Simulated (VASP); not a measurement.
## LiH: single point with PBE

LiH, in a box:

```
Li H
1.0
     9.00000    0.00000    0.00000
     0.00000    9.00000    0.00000
     0.00000    0.00000   11.00000
Li H
1 1
Direct
  0.50144 0.50233 0.43056
  0.50144 0.50233 0.58290
```

This cell differs from its parent crystal: last atom moved by 0.08 Å along z.

```json
{
 "Program": "VASP 6.6.1",
 "Task": "single point",
 "Functional": "PBE",
 "Potentials or basis": "VASP PAW PBE potentials, release 64 (Li_sv, H)",
 "Cutoff": "900 eV",
 "k mesh": "1 × 1 × 1",
 "Occupations": "gaussian, width 0.03 eV",
 "Spin": "no spin polarisation"
}
```

```yaml
Largest_force: 0.362 eV/Å
Gap_between_the_frontier_levels: 2.69 eV
```

Forces in eV/Å, atoms in the order of the input:
```
Li   0.000  0.000  0.362
H    0.000  0.000 -0.362
```

Levels at points of the mesh, in eV from the valence-band top:
```
           k point  band 1  band 2  band 3  band 4  band 5  band 6
(0.00, 0.00, 0.00)  -46.69    0.00    2.69    4.12    4.12    4.36
```

Run time: 2.4 min on 1 thread of Intel(R) Xeon(R) Platinum 8488C (Sapphire Rapids), with other jobs on the host, peak memory 1.3 GiB.

Caveat: the cell differs from its parent crystal (last atom moved by 0.08 Å along z).
